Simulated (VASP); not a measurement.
# SiO2 (Quartz high) (P6_222) in VASP: single point with PBEsol+D3(BJ)

Aim: the single point of SiO2 (Quartz high) with PBEsol+D3(BJ).

All numbers are computed with VASP 6.6.1; they aren't measurements. Logs are shortened: lines on timing, memory, paths and dates and some standing lists are left out, and cuts for length are marked.

## 1. The cell of the first run

The structure is hexagonal, space group P6_222 (No. 180). The conventional cell has a = 5.013 Å, b = 5.013 Å, c = 5.470 Å, α = 90.00°, β = 90.00°, γ = 120.00°. Si (site symmetry 222) has 4 O at 1.62 Å within 2.2 Å. O (site symmetry 2) has 2 Si at 1.62 Å within 2.2 Å.

## 2. Single point, PBEsol+D3(BJ)

INCAR

```
SYSTEM = SiO2
PREC = Accurate ; ENCUT = 520
EDIFF = 1E-6 ; ISMEAR = 0
SIGMA = 0.01 ; LREAL = .FALSE.
LASPH = .TRUE. ; NELM = 60
ALGO = Normal ; ISIF = 2
LWAVE = .FALSE. ; LCHARG = .FALSE.
GGA = PS ; IVDW = 12
NBANDS = 34
```

KPOINTS

```
Automatic mesh
0
G
  6 6 4
  0 0 0
```

POSCAR

```
SiO2
1.0
    5.0130000000      0.0000000000      0.0000000000
   -2.5065000000      4.3413853492      0.0000000000
    0.0000000000      0.0000000000      5.4700000000
Si O
3 6
Direct
    0.5000000000      0.5000000000      0.3333333333
    0.0000000000      0.5000000000      0.6666666667
    0.5000000000      0.0000000000      0.0000000000
    0.1970000000      0.8030000000      0.8333333333
    0.3940000000      0.1970000000      0.1666666667
    0.1970000000      0.3940000000      0.5000000000
    0.8030000000      0.1970000000      0.8333333333
    0.6060000000      0.8030000000      0.1666666667
    0.8030000000      0.6060000000      0.5000000000
```

Potentials or basis: VASP PAW PBE potentials, release 64 (Si, O).

The run is started by

```bash
$ cat potpaw_PBE.64/Si/POTCAR potpaw_PBE.64/O/POTCAR > POTCAR
$ mpirun -np 1 vasp_std > vasp.out
```

OUTCAR:

```text
SYSTEM = SiO2
   PREC = Accurate
   ENCUT = 520
   EDIFF = 1E-6
   ISMEAR = 0
   LREAL = .FALSE.
   LASPH = .TRUE.
   NELM = 60
   ISIF = 2
   GGA = PS
   IVDW = 12
 IVDW          = 12

 ion  position               nearest neighbor table
   1  0.500  0.500  0.333-   5 1.62   8 1.62   6 1.62   9 1.62   3 3.10   3 3.10   2 3.10   2 3.10

   2  0.000  0.500  0.667-   4 1.62   7 1.62   6 1.62   9 1.62   3 3.10   3 3.10   1 3.10   1 3.10

   3  0.500  0.000  0.000-   4 1.62   7 1.62   5 1.62   8 1.62   1 3.10   2 3.10   1 3.10   2 3.10

   4  0.197  0.803  0.833-   2 1.62   3 1.62
   5  0.394  0.197  0.167-   1 1.62   3 1.62
   6  0.197  0.394  0.500-   1 1.62   2 1.62
   7  0.803  0.197  0.833-   2 1.62   3 1.62
   8  0.606  0.803  0.167-   1 1.62   3 1.62
   9  0.803  0.606  0.500-   1 1.62   2 1.62

  LATTYP: Found a hexagonal cell.
 ALAT       =     5.0130000000
 C/A-ratio  =     1.0911629763

  Lattice vectors:

 A1 = (   5.0130000000,   0.0000000000,   0.0000000000)
 A2 = (  -2.5065000000,   4.3413853492,   0.0000000000)
 A3 = (   0.0000000000,   0.0000000000,   5.4700000000)

Analysis of symmetry for initial positions (statically):
=====================================================================
 Subroutine PRICEL returns:
 Original cell was already a primitive cell.

 Routine SETGRP: Setting up the symmetry group for a
 hexagonal supercell.

 Subroutine GETGRP returns: Found 12 space group operations
 (whereof  4 operations were pure point group operations)
 out of a pool of 24 trial point group operations.

The static configuration has the point symmetry D_2 .
 The point group associated with its full space group is D_6 .

Analysis of symmetry for dynamics (positions and initial velocities):
=====================================================================
 Subroutine PRICEL returns:
 Original cell was already a primitive cell.

 Routine SETGRP: Setting up the symmetry group for a
 hexagonal supercell.

 Subroutine GETGRP returns: Found 12 space group operations
 (whereof  4 operations were pure point group operations)
 out of a pool of 24 trial point group operations.

The dynamic configuration has the point symmetry D_2 .
 The point group associated with its full space group is D_6 .

 Subroutine INISYM returns: Found 12 space group operations
 (whereof  4 operations are pure point group operations),
 and found     1 'primitive' translations

----------------------------------------------------------------------------------------

                                     Primitive cell

  volume of cell :     119.0456

  direct lattice vectors                    reciprocal lattice vectors
     5.013000000  0.000000000  0.000000000     0.199481348  0.115170610  0.000000000
    -2.506500000  4.341385349  0.000000000     0.000000000  0.230341221  0.000000000
     0.000000000  0.000000000  5.470000000     0.000000000  0.000000000  0.182815356

  length of vectors
     5.013000000  5.013000000  5.470000000     0.230341221  0.230341221  0.182815356

  position of ions in fractional coordinates (direct lattice)
     0.500000000  0.500000000  0.333333333
     0.000000000  0.500000000  0.666666667
     0.500000000  0.000000000  0.000000000
     0.197000000  0.803000000  0.833333333
     0.394000000  0.197000000  0.166666667
     0.197000000  0.394000000  0.500000000
     0.803000000  0.197000000  0.833333333
     0.606000000  0.803000000  0.166666667
     0.803000000  0.606000000  0.500000000

  ion indices of the primitive-cell ions
   primitive index   ion index
                 1           1
                 2           2
                 3           3
                 4           4
                 5           5
                 6           6
                 7           7
                 8           8
                 9           9

----------------------------------------------------------------------------------------

 KPOINTS: Automatic mesh

Automatic generation of k-mesh.
 Grid dimensions read from file:
 generate k-points for:    6    6    4

 Generating k-lattice:

  Cartesian coordinates                     Fractional coordinates (reciprocal lattice)
     0.033246891  0.019195102  0.000000000     0.166666667  0.000000000  0.000000000
     0.000000000  0.038390203  0.000000000     0.000000000  0.166666667  0.000000000
     0.000000000  0.000000000  0.045703839     0.000000000  0.000000000  0.250000000

  Length of vectors
     0.038390203  0.038390203  0.045703839

  Shift w.r.t. Gamma in fractional coordinates (k-lattice)
     0.000000000  0.000000000  0.000000000

 Subroutine IBZKPT returns following result:
 ===========================================

 Found     21 irreducible k-points:

 Following reciprocal coordinates:
            Coordinates               Weight
  0.000000  0.000000  0.000000      1.000000
  0.166667  0.000000  0.000000      6.000000
  0.333333  0.000000  0.000000      6.000000
  0.500000  0.000000  0.000000      3.000000
  0.166667  0.166667  0.000000      6.000000
  0.333333  0.166667  0.000000     12.000000
[... 13 lines left out ...]
  0.333333  0.166667  0.500000     12.000000
  0.333333  0.333333  0.500000      2.000000
   k-points           NKPTS =     21   k-points in BZ     NKDIM =     21   number of bands    NBANDS=     34
   number of dos      NEDOS =    301   number of ions     NIONS =      9
   total plane-waves  NPLWV =  67200
   dimension x,y,z NGX =    40 NGY =   40 NGZ =   42
   dimension x,y,z NGXF=    80 NGYF=   80 NGZF=   84
   ions per type =               3   6
   NGX,Y,Z   is equivalent  to a cutoff of  13.27, 13.27, 12.76 a.u.
   NGXF,Y,Z  is equivalent  to a cutoff of  26.53, 26.53, 25.53 a.u.
 SYSTEM =  SiO2
   PREC   = accura    normal or accurate (medium, high low for compatibility)
   ISTART =      0    job   : 0-new  1-cont  2-samecut
   ICHARG =      2    charge: 1-file 2-atom 10-const
   ISPIN  =      1    spin polarized calculation?
   LNONCOLLINEAR =      F non collinear calculations
   LSORBIT =      F    spin-orbit coupling
   LASPH  =      T    aspherical Exc in radial PAW
   ENCUT  =  520.0 eV  38.22 Ry    6.18 a.u.   9.32  9.32 10.17*2*pi/ulx,y,z
   NELM   =     60;   NELMIN=  2; NELMDL= -5     # of ELM steps
   EDIFF  = 0.1E-05   stopping-criterion for ELM
   LREAL  =      F    real-space projection
   EDIFFG = 0.1E-04   stopping-criterion for IOM
   NSW    =      0    number of steps for IOM
   IBRION =     -1    ionic relax: 0-MD 1-quasi-New 2-CG
   NFREE  =      0    steps in history (QN), initial steepest desc. (CG)
   ISIF   =      2    stress and relaxation
   ISYM   =      2    0-nonsym 1-usesym 2-fastsym
   POTIM  = 0.5000    time-step for ionic-motion
   TEBEG  =    0.0;   TEEND  =   0.0 temperature during run
   PSTRESS=    0.0 pullay stress
   NELECT =      48.0000    total number of electrons
   NUPDOWN=      -1.0000    fix difference up-down
   EMIN   =  10.00;   EMAX   =-10.00  energy-range for DOS
   EFERMI =   0.00;   METHOD = LEGACY
   ISMEAR =     0;   SIGMA  =   0.01  broadening in eV -4-tet -1-fermi 0-gaus
   EFERMI_NEDOS =   21; number of points for ismear=-14 and -15
   IALGO  =     38    algorithm
   IMIX   =      4    mixing-type and parameters
     AMIX     =   0.40;   BMIX     =  1.00
     AMIX_MAG =   1.60;   BMIX_MAG =  1.00
  volume/ion in A,a.u.               =      13.23        89.26
  Fermi-wavevector in a.u.,A,eV,Ry     =   1.209439  2.285509 19.901837  1.462744
  Thomas-Fermi vector in A             =   2.345017
   LORBIT       =      0    0 simple, 1 ext, 2 COOP (PROOUT), +10 PAW based schemes
   GGA     = PS    functional components
   LHFCALC =     F    Hartree Fock is set to
   AEXX    =    0.0000 exact exchange contribution
   IVDW    =    12    specifies the selected vdW correction
   LEPSILON=     F    determine dielectric tensor
   LRPA    =     F    only Hartree local field effects (RPA)
 non-spin polarized calculation
 Gauss-broadening in eV      SIGMA  =   0.01
  energy-cutoff  :      520.00
  volume of cell :      119.05
 maximum number of plane-waves:      3248
 NGX is ok and might be reduce to    40
   NGX = 19   NGY = 19   NGZ = 21

 number of electron      48.0000000 magnetization

 Free energy of the ion-electron system (eV)
  ---------------------------------------------------
  ext. energy  EPLUGINS =         0.00000000
  ---------------------------------------------------
  free energy    TOTEN  =       -73.71132634 eV

  energy without entropy =      -73.71132634  energy(sigma->0) =      -73.71132634

 E-fermi :   0.7499     XC(G=0):  -9.1260

 val. band max:        0.6718326599   @ k =   0.0000   0.0000   0.5000
 cond. band min:       6.1602523794   @ k =   0.0000   0.0000   0.0000
 fundamental gap:      5.4884197195
 Fermi energy:         0.7499262778

 k-point     1 :       0.0000    0.0000    0.0000
  band No.  band energies     occupation
      1     -18.6522      2.00000
      2     -17.1274      2.00000
      3     -17.1274      2.00000
      4     -16.6095      2.00000
      5     -16.6095      2.00000
      6     -16.3878      2.00000
[... 26 lines left out ...]
     33      13.0525      0.00000
     34      13.4927      0.00000

 k-point     2 :       0.1667    0.0000    0.0000
  band No.  band energies     occupation
      1     -18.5733      2.00000
      2     -17.2411      2.00000
      3     -17.1484      2.00000
      4     -16.5971      2.00000
      5     -16.5836      2.00000
      6     -16.4039      2.00000
[... 26 lines left out ...]
     33      12.8558      0.00000
     34      13.1692      0.00000
[... 664 lines left out ...]
     33      11.7232      0.00000
     34      12.1567      0.00000

 k-point    21 :       0.3333    0.3333    0.5000
  band No.  band energies     occupation
      1     -18.1544      2.00000
      2     -17.4476      2.00000
      3     -17.4476      2.00000
      4     -16.6110      2.00000
      5     -16.6110      2.00000
      6     -16.4237      2.00000
[... 26 lines left out ...]
     33      12.0287      0.00000
     34      12.2482      0.00000

------------------------ aborting loop because EDIFF is reached ----------------------------------------

 Edisp (eV)   -0.97001

 E8    (eV) :    -0.5458

  FORCE on cell =-STRESS in cart. coord.  units (eV):
  Direction    XX          YY          ZZ          XY          YZ          ZX
  --------------------------------------------------------------------------------------
  -------------------------------------------------------------------------------------
  Total       0.29992     0.29992     2.15895     0.00000     0.00000     0.00000
  in kB       4.03643     4.03643    29.05631     0.00000     0.00000     0.00000
  external pressure =       12.38 kB  Pullay stress =        0.00 kB

 VOLUME and BASIS-vectors are now :
 -----------------------------------------------------------------------------
  energy-cutoff  :      520.00
  volume of cell :      119.05
      direct lattice vectors                 reciprocal lattice vectors
     5.013000000  0.000000000  0.000000000     0.199481348  0.115170610  0.000000000
    -2.506500000  4.341385349  0.000000000     0.000000000  0.230341221  0.000000000
     0.000000000  0.000000000  5.470000000     0.000000000  0.000000000  0.182815356

 POSITION                                       TOTAL-FORCE (eV/Angst)
 -----------------------------------------------------------------------------------
      1.25325      2.17069      1.82333        -0.000000     -0.000000     -0.000000
     -1.25325      2.17069      3.64667        -0.000000     -0.000000      0.000000
      2.50650      0.00000      0.00000        -0.000000     -0.000000     -0.000000
     -1.02516      3.48613      4.55833         0.605100     -0.349354     -0.000000
      1.48134      0.85525      0.91167         0.605100      0.349354      0.000000
      0.00000      1.71051      2.73500        -0.000000      0.698709     -0.000000
      3.53166      0.85525      4.55833        -0.605100      0.349354     -0.000000
      1.02516      3.48613      0.91167        -0.605100     -0.349354      0.000000
      2.50650      2.63088      2.73500        -0.000000     -0.698709     -0.000000
 -----------------------------------------------------------------------------------
    total drift:                               -0.000000      0.000000      0.000001

  FREE ENERGIE OF THE ION-ELECTRON SYSTEM (eV)
  ---------------------------------------------------
  free  energy   TOTEN  =       -74.6813374437 eV

  energy  without entropy=      -74.6813374437  energy(sigma->0) =      -74.68133744
```

Run time: 75 s. Hardware: 1 thread of Intel Xeon Platinum 8375C at 2.90GHz (Ice Lake), shared host; peak memory 0.27 GiB.

What came out:

```yaml
Free_energy: -74.6813 eV
Pressure: 1.2 GPa
Largest_force: 0.699 eV/Å
Band_gap_on_the_k_mesh: 5.49 eV, indirect (least direct gap 5.60 eV)
Dispersion_energy_per_atom: -0.108 eV
```

Forces in eV/Å, atoms in the order of the input:
```
Si   0.000  0.000  0.000
Si   0.000  0.000  0.000
Si   0.000  0.000  0.000
O    0.605 -0.349  0.000
O    0.605  0.349  0.000
O    0.000  0.699  0.000
O   -0.605  0.349  0.000
O   -0.605 -0.349  0.000
O    0.000 -0.699  0.000
```

Stress tensor (GPa, compression positive):
```
0.40 0.00 0.00
0.00 0.40 0.00
0.00 0.00 2.91
```

Caveat: the PAW data sets were made with another functional, which shifts forces and pressure a little.
